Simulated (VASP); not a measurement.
# Ga2O3 (Pbcn) in VASP: single point with PBE

Aim: the single point of Ga2O3 with PBE.

All numbers are computed with VASP 6.6.1; they aren't measurements. Logs are shortened: lines on timing, memory, paths and dates and some standing lists are left out, and cuts for length are marked.

### 1 The cell of the first run

It takes space group Pbcn (No. 60, orthorhombic). Conventional cell: a = 6.942 Å, b = 4.732 Å, c = 4.855 Å, α = 90.00°, β = 90.00°, γ = 90.00°. Ga (site symmetry 1) has 6 O at 1.84 to 2.02 Å within 2.4 Å. O (site symmetry 1) has 8 Ga at 1.85 to 3.29 Å and 13 O at 2.46 to 3.09 Å within 3.3 Å. Within 2.6 Å of O (site symmetry 2) lie 4 Ga at 1.84 to 1.94 Å and 8 O at 2.46 to 2.57 Å.

### 2 Single point, PBE

The input, INCAR:

```
SYSTEM = Ga2O3
PREC = Accurate
ENCUT = 520
EDIFF = 1E-7
ISMEAR = -1
SIGMA = 0.01
LREAL = Auto
LASPH = .True.
NELM = 60
ALGO = Normal
ISIF = 2
LWAVE = .False.
LCHARG = .False.
GGA = PE
NBANDS = 104
```

The input, KPOINTS:

```
Automatic mesh
0
Gamma
  4 5 5
  0 0 0
```

The input, POSCAR:

```
Ga2O3
1.0
    6.9420000000      0.0000000000      0.0000000000
    0.0000000000      4.7320000000      0.0000000000
    0.0000000000      0.0000000000      4.8550000000
Ga O
8 12
Direct
    0.1172434286      0.7540731335      0.0347317586
    0.6172434286      0.7459268665      0.9652682414
    0.8827565714      0.7540731335      0.4652682414
    0.3827565714      0.7459268665      0.5347317586
    0.8827565714      0.2459268665      0.9652682414
    0.3827565714      0.2540731335      0.0347317586
    0.1172434286      0.2459268665      0.5347317586
    0.6172434286      0.2540731335      0.4652682414
    0.8472979145      0.6081987997      0.1033789220
    0.3472979145      0.8918012003      0.8966210780
    0.1527020855      0.6081987997      0.3966210780
    0.6527020855      0.8918012003      0.6033789220
    0.1527020855      0.3918012003      0.8966210780
    0.6527020855      0.1081987997      0.1033789220
    0.8472979145      0.3918012003      0.6033789220
    0.3472979145      0.1081987997      0.3966210780
    0.0000000000      0.0537554496      0.2500000000
    0.5000000000      0.4462445504      0.7500000000
    0.0000000000      0.9462445504      0.7500000000
    0.5000000000      0.5537554496      0.2500000000
```

Potentials or basis: VASP PAW PBE potentials, release 64 (Ga_d, O).

On the command line:

```bash
$ cat potpaw_PBE.64/Ga_d/POTCAR potpaw_PBE.64/O/POTCAR > POTCAR
$ mpirun -np 1 vasp_std > vasp.out
```

OUTCAR:

```text
SYSTEM = Ga2O3
   PREC = Accurate
   ENCUT = 520
   EDIFF = 1E-7
   ISMEAR = -1
   LREAL = Auto
   LASPH = .True.
   NELM = 60
   ISIF = 2
   GGA = PE

 ion  position               nearest neighbor table
   1  0.117  0.754  0.035-  19 1.84  10 1.85  13 1.86  11 1.90  17 1.94   9 2.02   3 2.65   5 2.86

   2  0.617  0.746  0.965-  20 1.84   9 1.85  14 1.86  12 1.90  18 1.94  10 2.02   4 2.65   6 2.86

   3  0.883  0.754  0.465-  19 1.84  12 1.85  15 1.86   9 1.90  17 1.94  11 2.02   1 2.65   7 2.86

   4  0.383  0.746  0.535-  20 1.84  11 1.85  16 1.86  10 1.90  18 1.94  12 2.02   2 2.65   8 2.86

   5  0.883  0.246  0.965-  17 1.84  14 1.85   9 1.86  15 1.90  19 1.94  13 2.02   7 2.65   1 2.86

   6  0.383  0.254  0.035-  18 1.84  13 1.85  10 1.86  16 1.90  20 1.94  14 2.02   8 2.65   2 2.86

   7  0.117  0.246  0.535-  17 1.84  16 1.85  11 1.86  13 1.90  19 1.94  15 2.02   5 2.65   3 2.86

   8  0.617  0.254  0.465-  18 1.84  15 1.85  12 1.86  14 1.90  20 1.94  16 2.02   6 2.65   4 2.86

   9  0.847  0.608  0.103-   2 1.85   5 1.86   3 1.90   1 2.02
  10  0.347  0.892  0.897-   1 1.85   6 1.86   4 1.90   2 2.02
  11  0.153  0.608  0.397-   4 1.85   7 1.86   1 1.90   3 2.02
  12  0.653  0.892  0.603-   3 1.85   8 1.86   2 1.90   4 2.02
  13  0.153  0.392  0.897-   6 1.85   1 1.86   7 1.90   5 2.02
  14  0.653  0.108  0.103-   5 1.85   2 1.86   8 1.90   6 2.02
  15  0.847  0.392  0.603-   8 1.85   3 1.86   5 1.90   7 2.02
  16  0.347  0.108  0.397-   7 1.85   4 1.86   6 1.90   8 2.02
  17  0.000  0.054  0.250-   5 1.84   7 1.84   1 1.94   3 1.94
  18  0.500  0.446  0.750-   6 1.84   8 1.84   2 1.94   4 1.94
  19  0.000  0.946  0.750-   1 1.84   3 1.84   5 1.94   7 1.94
  20  0.500  0.554  0.250-   2 1.84   4 1.84   6 1.94   8 1.94

  LATTYP: Found a simple orthorhombic cell.
 ALAT       =     4.7320000000
 B/A-ratio  =     1.0259932375
 C/A-ratio  =     1.4670329670

  Lattice vectors:

 A1 = (   0.0000000000,   4.7320000000,   0.0000000000)
 A2 = (   0.0000000000,   0.0000000000,   4.8550000000)
 A3 = (   6.9420000000,   0.0000000000,   0.0000000000)

Analysis of symmetry for initial positions (statically):
=====================================================================
 Subroutine PRICEL returns:
 Original cell was already a primitive cell.

 Routine SETGRP: Setting up the symmetry group for a
 simple orthorhombic supercell.

 Subroutine GETGRP returns: Found  8 space group operations
 (whereof  2 operations were pure point group operations)
 out of a pool of  8 trial point group operations.

The static configuration has the point symmetry S_2 .
 The point group associated with its full space group is D_2h.

Analysis of symmetry for dynamics (positions and initial velocities):
=====================================================================
 Subroutine PRICEL returns:
 Original cell was already a primitive cell.

 Routine SETGRP: Setting up the symmetry group for a
 simple orthorhombic supercell.

 Subroutine GETGRP returns: Found  8 space group operations
 (whereof  2 operations were pure point group operations)
 out of a pool of  8 trial point group operations.

The dynamic configuration has the point symmetry S_2 .
 The point group associated with its full space group is D_2h.

 Subroutine INISYM returns: Found  8 space group operations
 (whereof  2 operations are pure point group operations),
 and found     1 'primitive' translations

----------------------------------------------------------------------------------------

                                     Primitive cell

  volume of cell :     159.4845

  direct lattice vectors                    reciprocal lattice vectors
     6.942000000  0.000000000  0.000000000     0.144050706  0.000000000  0.000000000
     0.000000000  4.732000000  0.000000000     0.000000000  0.211327134  0.000000000
     0.000000000  0.000000000  4.855000000     0.000000000  0.000000000  0.205973223

  length of vectors
     6.942000000  4.732000000  4.855000000     0.144050706  0.211327134  0.205973223

  position of ions in fractional coordinates (direct lattice)
     0.117243429  0.754073134  0.034731759
     0.617243429  0.745926866  0.965268241
     0.882756571  0.754073134  0.465268241
     0.382756571  0.745926866  0.534731759
     0.882756571  0.245926866  0.965268241
     0.382756571  0.254073134  0.034731759
[... 12 lines left out ...]
     0.000000000  0.946244550  0.750000000
     0.500000000  0.553755450  0.250000000

  ion indices of the primitive-cell ions
   primitive index   ion index
                 1           1
                 2           2
                 3           3
                 4           4
                 5           5
                 6           6
[... 12 lines left out ...]
                19          19
                20          20

----------------------------------------------------------------------------------------

 KPOINTS: Automatic mesh

Automatic generation of k-mesh.
 Grid dimensions read from file:
 generate k-points for:    4    5    5

 Generating k-lattice:

  Cartesian coordinates                     Fractional coordinates (reciprocal lattice)
     0.036012676  0.000000000  0.000000000     0.250000000  0.000000000  0.000000000
     0.000000000  0.042265427  0.000000000     0.000000000  0.200000000  0.000000000
     0.000000000  0.000000000  0.041194645     0.000000000  0.000000000  0.200000000

  Length of vectors
     0.036012676  0.042265427  0.041194645

  Shift w.r.t. Gamma in fractional coordinates (k-lattice)
     0.000000000  0.000000000  0.000000000

 Subroutine IBZKPT returns following result:
 ===========================================

 Found     27 irreducible k-points:

 Following reciprocal coordinates:
            Coordinates               Weight
  0.000000  0.000000  0.000000      1.000000
  0.250000  0.000000  0.000000      2.000000
  0.500000  0.000000  0.000000      1.000000
  0.000000  0.200000  0.000000      2.000000
  0.250000  0.200000  0.000000      4.000000
  0.500000  0.200000  0.000000      2.000000
[... 16 lines left out ...]
  0.250000  0.200000  0.400000      8.000000
  0.500000  0.200000  0.400000      4.000000
 [... further k-points ...]
   k-points           NKPTS =     27   k-points in BZ     NKDIM =     27   number of bands    NBANDS=    104
   number of dos      NEDOS =    301   number of ions     NIONS =     20
   total plane-waves  NPLWV =  69984
   dimension x,y,z NGX =    54 NGY =   36 NGZ =   36
   dimension x,y,z NGXF=   108 NGYF=   72 NGZF=   72
   ions per type =               8  12
   NGX,Y,Z   is equivalent  to a cutoff of  12.93, 12.65, 12.33 a.u.
   NGXF,Y,Z  is equivalent  to a cutoff of  25.86, 25.30, 24.65 a.u.
 SYSTEM =  Ga2O3
   PREC   = accura    normal or accurate (medium, high low for compatibility)
   ISTART =      0    job   : 0-new  1-cont  2-samecut
   ICHARG =      2    charge: 1-file 2-atom 10-const
   ISPIN  =      1    spin polarized calculation?
   LNONCOLLINEAR =      F non collinear calculations
   LSORBIT =      F    spin-orbit coupling
   LASPH  =      T    aspherical Exc in radial PAW
   ENCUT  =  520.0 eV  38.22 Ry    6.18 a.u.  12.91  8.80  9.03*2*pi/ulx,y,z
   NELM   =     60;   NELMIN=  2; NELMDL= -5     # of ELM steps
   EDIFF  = 0.1E-06   stopping-criterion for ELM
   LREAL  =      T    real-space projection
   EDIFFG = 0.1E-05   stopping-criterion for IOM
   NSW    =      0    number of steps for IOM
   IBRION =     -1    ionic relax: 0-MD 1-quasi-New 2-CG
   NFREE  =      0    steps in history (QN), initial steepest desc. (CG)
   ISIF   =      2    stress and relaxation
   ISYM   =      2    0-nonsym 1-usesym 2-fastsym
   POTIM  = 0.5000    time-step for ionic-motion
   TEBEG  =    0.0;   TEEND  =   0.0 temperature during run
   PSTRESS=    0.0 pullay stress
   NELECT =     176.0000    total number of electrons
   NUPDOWN=      -1.0000    fix difference up-down
   EMIN   =  10.00;   EMAX   =-10.00  energy-range for DOS
   EFERMI =   0.00;   METHOD = LEGACY
   ISMEAR =    -1;   SIGMA  =   0.01  broadening in eV -4-tet -1-fermi 0-gaus
   EFERMI_NEDOS =   21; number of points for ismear=-14 and -15
   IALGO  =     38    algorithm
   IMIX   =      4    mixing-type and parameters
     AMIX     =   0.40;   BMIX     =  1.00
     AMIX_MAG =   1.60;   BMIX_MAG =  1.00
  volume/ion in A,a.u.               =       7.97        53.81
  Fermi-wavevector in a.u.,A,eV,Ry     =   1.691763  3.196969 38.940719  2.862062
  Thomas-Fermi vector in A             =   2.773471
   LORBIT       =      0    0 simple, 1 ext, 2 COOP (PROOUT), +10 PAW based schemes
   GGA     = PE    functional components
   LHFCALC =     F    Hartree Fock is set to
   AEXX    =    0.0000 exact exchange contribution
   IVDW    =     0    specifies the selected vdW correction
   LEPSILON=     F    determine dielectric tensor
   LRPA    =     F    only Hartree local field effects (RPA)
 non-spin polarized calculation
  energy-cutoff  :      520.00
  volume of cell :      159.48
 maximum number of plane-waves:      4320
 NGX is ok and might be reduce to    54
   NGX = 25   NGY = 17   NGZ = 19

 number of electron     175.9999950 magnetization

 Free energy of the ion-electron system (eV)
  ---------------------------------------------------
  ext. energy  EPLUGINS =         0.00000000
  ---------------------------------------------------
  free energy    TOTEN  =      -111.21590142 eV

  energy without entropy =     -111.21590142  energy(sigma->0) =     -111.21590142

 E-fermi :   7.2724     XC(G=0): -13.4104

 val. band max:        6.9902537096   @ k =   0.2500   0.0000   0.2000
 cond. band min:      11.3085806575   @ k =   0.0000   0.0000   0.0000
 fundamental gap:      4.3183269479
 Fermi energy:         7.2724433243

 k-point     1 :       0.0000    0.0000    0.0000
  band No.  band energies     occupation
      1     -13.6651      2.00000
      2     -12.3872      2.00000
      3     -11.6356      2.00000
      4     -11.2907      2.00000
      5     -11.1419      2.00000
      6     -11.1030      2.00000
[... 2461 lines left out ...]
     99      17.4619      0.00000
    100      17.4619      0.00000

 [... further k-points ...]

 [bands above 100 left out]

------------------------ aborting loop because EDIFF is reached ----------------------------------------

  FORCE on cell =-STRESS in cart. coord.  units (eV):
  Direction    XX          YY          ZZ          XY          YZ          ZX
  --------------------------------------------------------------------------------------
  -------------------------------------------------------------------------------------
  Total       65.6534186     67.0091384     66.7997710      0.0000000      0.0000000      0.0000000
  in kB      659.5524651    673.1719894    671.0686899      0.0000000      0.0000000      0.0000000
  external PRESSURE =     667.9310481 kB  Pullay stress =       0.0000000 kB

 VOLUME and BASIS-vectors are now :
 -----------------------------------------------------------------------------
  energy-cutoff  :      520.00
  volume of cell :      159.48
      direct lattice vectors                 reciprocal lattice vectors
     6.942000000  0.000000000  0.000000000     0.144050706  0.000000000  0.000000000
     0.000000000  4.732000000  0.000000000     0.000000000  0.211327134  0.000000000
     0.000000000  0.000000000  4.855000000     0.000000000  0.000000000  0.205973223

 POSITION                                       TOTAL-FORCE (eV/Angst)
 -----------------------------------------------------------------------------------
      0.81390      3.56827      0.16862         0.047751     -0.016851     -0.016671
      4.28490      3.52973      4.68638         0.047751      0.016851      0.016671
      6.12810      3.56827      2.25888        -0.047751     -0.016851      0.016671
      2.65710      3.52973      2.59612        -0.047751      0.016851     -0.016671
      6.12810      1.16373      4.68638        -0.047751      0.016851      0.016671
      2.65710      1.20227      0.16862        -0.047751     -0.016851     -0.016671
[... 12 lines left out ...]
      0.00000      4.47763      3.64125         0.000000     -0.037407      0.000000
      3.47100      2.62037      1.21375         0.000000      0.037407      0.000000
 -----------------------------------------------------------------------------------
    total drift:                               -0.000000      0.000000      0.000000

  FREE ENERGIE OF THE ION-ELECTRON SYSTEM (eV)
  ---------------------------------------------------
  free  energy   TOTEN  =      -111.2159014180 eV

  energy  without entropy=     -111.2159014180  energy(sigma->0) =     -111.21590142
```

It took 32 min on 1 thread of Intel Xeon 8259CL, shared host; peak memory 0.43 GiB.

What came out:

* Free energy: -111.2159 eV
* Pressure: 66.8 GPa
* Largest force: 0.053 eV/Å
* Band gap on the k mesh: 4.32 eV (least direct gap 4.47 eV)

Forces in eV/Å, atoms in the order of the input:
```
Ga   0.048 -0.017 -0.017
Ga   0.048  0.017  0.017
Ga  -0.048 -0.017  0.017
Ga  -0.048  0.017 -0.017
Ga  -0.048  0.017  0.017
Ga  -0.048 -0.017 -0.017
Ga   0.048  0.017 -0.017
Ga   0.048 -0.017  0.017
O   -0.017 -0.007 -0.006
O   -0.017  0.007  0.006
O    0.017 -0.007  0.006
O    0.017  0.007 -0.006
O    0.017  0.007  0.006
O    0.017 -0.007 -0.006
O   -0.017  0.007 -0.006
O   -0.017 -0.007  0.006
O    0.000  0.037  0.000
O    0.000 -0.037  0.000
O    0.000 -0.037  0.000
O    0.000  0.037  0.000
```

Caveat: the cell stands under pressure.
